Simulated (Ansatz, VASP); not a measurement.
Si3C2 in VASP and in Ansatz

```xyz
10
Lattice="2.9086 0.0000 0.0000 -1.4543 2.5189 0.0000 0.0000 0.0000 14.4487" Properties=species:S:1:pos:R:3 pbc="T T T"
Si    0.0000    1.6793    6.0117
Si    0.0000    1.6793    8.4370
Si    1.4543    0.8396   13.2160
Si    1.4543    0.8396    1.2328
Si    1.4543    0.8396    3.7514
Si    1.4543    0.8396   10.6973
C     0.0000    1.6793   11.5788
C     0.0000    1.6793    0.0000
C     0.0000    1.6793    2.8699
C     1.4543    0.8396    7.2244
```

Alike in both runs: task single point; functional PBE; k mesh 6 × 6 × 2; occupations gaussian, width 0.1 eV; collinear spin.

|  | VASP | Ansatz |
| --- | --- | --- |
| version | VASP 6.6.1 | Ansatz 0.2.0 |
| potentials or method | VASP PAW PBE potentials, release 64 (Si, C), cutoff 520 eV | scalar-relativistic, plane waves, PAW |
| valence electrons in the cell | 40 | 40 |

VASP gave:

| Property | Result |
| --- | --- |
| gap on the k mesh at the Fermi level (eV) | none |
| pressure (GPa) | 0.1 |
| traceless stress, the component that is largest in VASP (GPa) | -0.30 |
| rms of the force components (eV/Å) | 0.010 |
| net moment per atom (μB) | 0.00 |

Problem. Which values does Ansatz return?

Solution. gap on the k mesh at the Fermi level (eV): none; pressure (GPa): 0.0; traceless stress, the component that is largest in VASP (GPa): -0.03; rms of the force components (eV/Å): 0.003; net moment per atom (μB): 0.00.

Atom by atom the forces differ by 0.008 eV/Å (rms over components). A gap of «none» marks a metal or a gap that the smearing closes. Ansatz's warnings: seeded moment not kept.

The k mesh is coarse, so the values compare programs but aren't converged.
